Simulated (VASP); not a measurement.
# Tl2S in VASP: single point with PBE

Aim: the single point of Tl2S with PBE.

Everything below comes from runs of VASP 6.6.1. Logs are shortened: lines on timing, memory, paths and dates and some standing lists are left out, and cuts for length are marked.

## (1) The cell of the first run

The cell holds a sheet with vacuum, 6 atoms: a = 11.073 Å, b = 5.585 Å, c = 23.800 Å, α = 90.00°, β = 90.00°, γ = 120.11°.

## (2) Single point, PBE

INCAR

```
ALGO = Normal
DIPOL = 0.5 0.5 0.294
EDIFF = 1E-6
ENCUT = 400
GGA = PE
GGA_COMPAT = False
IDIPOL = 3
ISIF = 2
ISMEAR = 0
LASPH = True
LCHARG = True
LDIPOL = True
LELF = True
LREAL = False
LVACPOTAV = True
LVHAR = True
LWAVE = False
NBANDS = 41
NELM = 120
NELMDL = -8
PREC = Accurate
SIGMA = 0.1
```

KPOINTS

```
k-points
0
Gamma
  4 4 1
```

POSCAR

```
Tl2S
1.0
   11.0728479543     -0.0384952663      0.0000000000
   -2.7848813769      4.8407308975      0.0000000000
    0.0000000000      0.0000000000     23.8000000000
Tl S
4 2
Direct
    0.1580987871      0.6375501625      0.3038327561
    0.6641068687      0.6619331926      0.2921411731
    0.3386211983      0.3347040563      0.2934883941
    0.8320005176      0.3519238759      0.2901132846
    0.0053154003      0.0063814681      0.2977818020
    0.5018572279      0.0075072445      0.2873484727
```

Potentials or basis: VASP PAW PBE potentials, release 64 (Tl_d, S).

Run with:

```sh
$ cat potpaw_PBE.64/Tl_d/POTCAR potpaw_PBE.64/S/POTCAR > POTCAR
$ mpirun -np 1 vasp_std > vasp.out
```

OUTCAR:

```text
EDIFF = 1E-6
   ENCUT = 400
   GGA = PE
   ISIF = 2
   ISMEAR = 0
   LASPH = True
   LREAL = False
   NELM = 120
   NELMDL = -8
   PREC = Accurate

 ion  position               nearest neighbor table
   1  0.158  0.638  0.304-   5 3.05   4 3.15   3 3.21   5 3.26   6 3.32   3 3.38
   2  0.664  0.662  0.292-   4 3.11   3 3.12   6 3.16   6 3.23   5 3.27   4 3.33
   3  0.339  0.335  0.293-   2 3.12   6 3.15   5 3.19   1 3.21   6 3.25   1 3.38
   4  0.832  0.352  0.290-   2 3.11   1 3.15   6 3.16   5 3.17   2 3.33   5 3.34
   5  0.005  0.006  0.298-   1 3.05   4 3.17   3 3.19   1 3.26   2 3.27   4 3.34
   6  0.502  0.008  0.287-   3 3.15   2 3.16   4 3.16   2 3.23   3 3.25   1 3.32

  Warning from LATTYP: Monoclinic adjustment (A1->A3, A2->A1, A3->A2)!
  Warning from LATTYP: Got some problem with cell dimensions!
  Tried to take original basis but could not verify dimensions!
  LATTYP: Found a simple monoclinic cell.
 ALAT       =     5.5846432210
 B/A-ratio  =     4.2616867467
 C/A-ratio  =     1.7151890618
 COS(beta)  =    -0.0030905796

  Lattice vectors:

 A1 = (  -2.7848813769,   4.8407308975,   0.0000000000)
 A2 = (   0.0000000000,   0.0000000000, -23.8000000000)
 A3 = (  -8.2879665774,  -4.8022356312,   0.0000000000)

Analysis of symmetry for initial positions (statically):
=====================================================================
 Subroutine PRICEL returns:
 Original cell was already a primitive cell.

 Routine SETGRP: Setting up the symmetry group for a
 simple monoclinic supercell.

 Subroutine GETGRP returns: Found  1 space group operations
 (whereof  1 operations were pure point group operations)
 out of a pool of  4 trial point group operations.

The static configuration has the point symmetry C_1 .

Analysis of symmetry for dynamics (positions and initial velocities):
=====================================================================
 Subroutine PRICEL returns:
 Original cell was already a primitive cell.

 Routine SETGRP: Setting up the symmetry group for a
 simple monoclinic supercell.

 Subroutine GETGRP returns: Found  1 space group operations
 (whereof  1 operations were pure point group operations)
 out of a pool of  4 trial point group operations.

The dynamic configuration has the point symmetry C_1 .

 Subroutine INISYM returns: Found  1 space group operations
 (whereof  1 operations are pure point group operations),
 and found     1 'primitive' translations

----------------------------------------------------------------------------------------

                                     Primitive cell

  volume of cell :    1273.1446

  direct lattice vectors                    reciprocal lattice vectors
    11.072847954 -0.038495266  0.000000000     0.090491992  0.052060209  0.000000000
    -2.784881377  4.840730898  0.000000000     0.000719625  0.206994376  0.000000000
     0.000000000  0.000000000 23.800000000     0.000000000  0.000000000  0.042016807

  length of vectors
    11.072914869  5.584643221 23.800000000     0.104398592  0.206995627  0.042016807

  position of ions in fractional coordinates (direct lattice)
     0.158098787  0.637550162  0.303832756
     0.664106869  0.661933193  0.292141173
     0.338621198  0.334704056  0.293488394
     0.832000518  0.351923876  0.290113285
     0.005315400  0.006381468  0.297781802
     0.501857228  0.007507244  0.287348473

  ion indices of the primitive-cell ions
   primitive index   ion index
                 1           1
                 2           2
                 3           3
                 4           4
                 5           5
                 6           6

----------------------------------------------------------------------------------------

 KPOINTS: k-points

Automatic generation of k-mesh.
 Grid dimensions read from file:
 generate k-points for:    4    4    1

 Generating k-lattice:

  Cartesian coordinates                     Fractional coordinates (reciprocal lattice)
     0.022622998  0.013015052  0.000000000     0.250000000  0.000000000  0.000000000
     0.000179906  0.051748594  0.000000000     0.000000000  0.250000000  0.000000000
     0.000000000  0.000000000  0.042016807     0.000000000  0.000000000  1.000000000

  Length of vectors
     0.026099648  0.051748907  0.042016807

  Shift w.r.t. Gamma in fractional coordinates (k-lattice)
     0.000000000  0.000000000  0.000000000

 Subroutine IBZKPT returns following result:
 ===========================================

 Found     10 irreducible k-points:

 Following reciprocal coordinates:
            Coordinates               Weight
  0.000000  0.000000  0.000000      1.000000
  0.250000 -0.000000  0.000000      2.000000
  0.500000 -0.000000  0.000000      1.000000
  0.000000  0.250000  0.000000      2.000000
  0.250000  0.250000  0.000000      2.000000
  0.500000  0.250000  0.000000      2.000000
 -0.250000  0.250000  0.000000      2.000000
  0.000000  0.500000  0.000000      1.000000
  0.250000  0.500000  0.000000      2.000000
  0.500000  0.500000  0.000000      1.000000
   k-points           NKPTS =     10   k-points in BZ     NKDIM =     10   number of bands    NBANDS=     41
   number of dos      NEDOS =    301   number of ions     NIONS =      6
   total plane-waves  NPLWV = 414720
   dimension x,y,z NGX =    72 NGY =   36 NGZ =  160
   dimension x,y,z NGXF=   144 NGYF=   72 NGZF=  320
   ions per type =               4   2
   NGX,Y,Z   is equivalent  to a cutoff of  10.81, 10.72, 11.18 a.u.
   NGXF,Y,Z  is equivalent  to a cutoff of  21.62, 21.43, 22.35 a.u.
 SYSTEM =  unknown system
   PREC   = accura    normal or accurate (medium, high low for compatibility)
   ISTART =      0    job   : 0-new  1-cont  2-samecut
   ICHARG =      2    charge: 1-file 2-atom 10-const
   ISPIN  =      1    spin polarized calculation?
   LNONCOLLINEAR =      F non collinear calculations
   LSORBIT =      F    spin-orbit coupling
   LASPH  =      T    aspherical Exc in radial PAW
   ENCUT  =  400.0 eV  29.40 Ry    5.42 a.u.  18.06  9.11 38.81*2*pi/ulx,y,z
   NELM   =    120;   NELMIN=  2; NELMDL= -8     # of ELM steps
   EDIFF  = 0.1E-05   stopping-criterion for ELM
   LREAL  =      F    real-space projection
   EDIFFG = 0.1E-04   stopping-criterion for IOM
   NSW    =      0    number of steps for IOM
   IBRION =     -1    ionic relax: 0-MD 1-quasi-New 2-CG
   NFREE  =      0    steps in history (QN), initial steepest desc. (CG)
   ISIF   =      2    stress and relaxation
   ISYM   =      2    0-nonsym 1-usesym 2-fastsym
   POTIM  = 0.5000    time-step for ionic-motion
   TEBEG  =    0.0;   TEEND  =   0.0 temperature during run
   PSTRESS=    0.0 pullay stress
   NELECT =      64.0000    total number of electrons
   NUPDOWN=      -1.0000    fix difference up-down
   EMIN   =  10.00;   EMAX   =-10.00  energy-range for DOS
   EFERMI =   0.00;   METHOD = LEGACY
   ISMEAR =     0;   SIGMA  =   0.10  broadening in eV -4-tet -1-fermi 0-gaus
   EFERMI_NEDOS =   21; number of points for ismear=-14 and -15
   IALGO  =     38    algorithm
   IMIX   =      4    mixing-type and parameters
     AMIX     =   0.40;   BMIX     =  1.00
     AMIX_MAG =   1.60;   BMIX_MAG =  1.00
  volume/ion in A,a.u.               =     212.19      1431.93
  Fermi-wavevector in a.u.,A,eV,Ry     =   0.604193  1.141759  4.966793  0.365049
  Thomas-Fermi vector in A             =   1.657455
   LORBIT       =      0    0 simple, 1 ext, 2 COOP (PROOUT), +10 PAW based schemes
   GGA     = PE    functional components
   LHFCALC =     F    Hartree Fock is set to
   AEXX    =    0.0000 exact exchange contribution
   IVDW    =     0    specifies the selected vdW correction
   LEPSILON=     F    determine dielectric tensor
   LRPA    =     F    only Hartree local field effects (RPA)
 non-spin polarized calculation
 Gauss-broadening in eV      SIGMA  =   0.10
  energy-cutoff  :      400.00
  volume of cell :     1273.14
 maximum number of plane-waves:     23168
   NGX = 37   NGY = 19   NGZ = 77

 number of electron      64.0000004 magnetization

 dipolmoment           0.000000      0.000000     -0.034526 electrons x Angstroem

 Free energy of the ion-electron system (eV)
  ---------------------------------------------------
  ext. energy  EPLUGINS =         0.00000000
  ---------------------------------------------------
  free energy    TOTEN  =       -16.65477394 eV

  energy without entropy =      -16.65471437  energy(sigma->0) =      -16.65474415

 E-fermi :  -2.4963     XC(G=0):  -1.7850

 val. band max:       -2.7225557156   @ k =   0.0000   0.0000   0.0000
 cond. band min:      -2.2772114228   @ k =   0.0000   0.0000   0.0000
 fundamental gap:      0.4453442928
 Fermi energy:        -2.4962972559

 k-point     1 :       0.0000    0.0000    0.0000
  band No.  band energies     occupation
      1     -14.7544      2.00000
      2     -14.6562      2.00000
      3     -14.5150      2.00000
      4     -14.4152      2.00000
      5     -14.3665      2.00000
      6     -14.3508      2.00000
[... 33 lines left out ...]
     40       0.5468      0.00000
     41       1.2293      0.00000

 k-point     2 :       0.2500   -0.0000    0.0000
  band No.  band energies     occupation
      1     -14.7160      2.00000
      2     -14.6206      2.00000
      3     -14.5159      2.00000
      4     -14.4221      2.00000
      5     -14.4095      2.00000
      6     -14.3803      2.00000
[... 33 lines left out ...]
     40       0.6431      0.00000
     41       1.2392      0.00000

 k-point     3 :       0.5000   -0.0000    0.0000
  band No.  band energies     occupation
      1     -14.6544      2.00000
      2     -14.5710      2.00000
      3     -14.5263      2.00000
      4     -14.4719      2.00000
      5     -14.4438      2.00000
      6     -14.4087      2.00000
[... 259 lines left out ...]
      2     -14.6475      2.00000
      3     -14.5336      2.00000
      4     -14.4643      2.00000
      5     -14.4205      2.00000
      6     -14.3804      2.00000
[... 33 lines left out ...]
     40       1.1686      0.00000
     41       1.8755      0.00000

 k-point    10 :       0.5000    0.5000    0.0000
  band No.  band energies     occupation
      1     -14.6938      2.00000
      2     -14.6845      2.00000
      3     -14.5412      2.00000
      4     -14.4597      2.00000
      5     -14.4177      2.00000
      6     -14.3727      2.00000
[... 33 lines left out ...]
     40       1.6190      0.00000
     41       1.9623      0.00000

------------------------ aborting loop because EDIFF is reached ----------------------------------------

 vacuum level on the upper side and lower side of the slab       (xc-potential included)        -0.140        -0.048

  FORCE on cell =-STRESS in cart. coord.  units (eV):
  Direction    XX          YY          ZZ          XY          YZ          ZX
  --------------------------------------------------------------------------------------
  -------------------------------------------------------------------------------------
  Total        0.3183378     -1.7124688     -0.0807324      0.1126759      0.0539088      0.0093393
  in kB        0.4006093     -2.1550409     -0.1015969      0.1417959      0.0678410      0.0117530
  external PRESSURE =      -0.6186762 kB  Pullay stress =       0.0000000 kB

 VOLUME and BASIS-vectors are now :
 -----------------------------------------------------------------------------
  energy-cutoff  :      400.00
  volume of cell :     1273.14
      direct lattice vectors                 reciprocal lattice vectors
    11.072847954 -0.038495266  0.000000000     0.090491992  0.052060209  0.000000000
    -2.784881377  4.840730898  0.000000000     0.000719625  0.206994376  0.000000000
     0.000000000  0.000000000 23.800000000     0.000000000  0.000000000  0.042016807

 POSITION                                       TOTAL-FORCE (eV/Angst)
 -----------------------------------------------------------------------------------
     -0.02490      3.08012      7.23122         0.099278      0.216818      0.106201
      5.51015      3.17868      6.95296        -0.050864      0.342809     -0.002765
      2.81739      1.60718      6.98502        -0.134582     -0.332266     -0.039136
      8.23255      1.67154      6.90470         0.031508     -0.297440     -0.064066
      0.04108      0.03069      7.08721        -0.024571     -0.007748     -0.062165
      5.53608      0.01702      6.83889         0.079231      0.077827      0.061932
 -----------------------------------------------------------------------------------
    total drift:                                0.002283      0.000310     -0.000145

  FREE ENERGIE OF THE ION-ELECTRON SYSTEM (eV)
  ---------------------------------------------------
  free  energy   TOTEN  =       -16.6547739362 eV

  energy  without entropy=      -16.6547143704  energy(sigma->0) =      -16.65474415

 vacuum level on the upper side and lower side of the slab         1.140         1.257
```

It took 15 min on 1 thread of Intel Xeon 8259CL, shared host; peak memory 0.92 GiB.

Results:

* Free energy: -16.6548 eV
* Largest force: 0.361 eV/Å
* Band gap on the k mesh: 0.45 eV
* Ionisation potential of the upper face: 3.86 eV

Forces in eV/Å, atoms in the order of the input:
```
Tl   0.099  0.217  0.106
Tl  -0.051  0.343 -0.003
Tl  -0.135 -0.332 -0.039
Tl   0.032 -0.297 -0.064
S   -0.025 -0.008 -0.062
S    0.079  0.078  0.062
```

Caveat: spin-orbit coupling is left out, which moves the levels of the heavy elements.
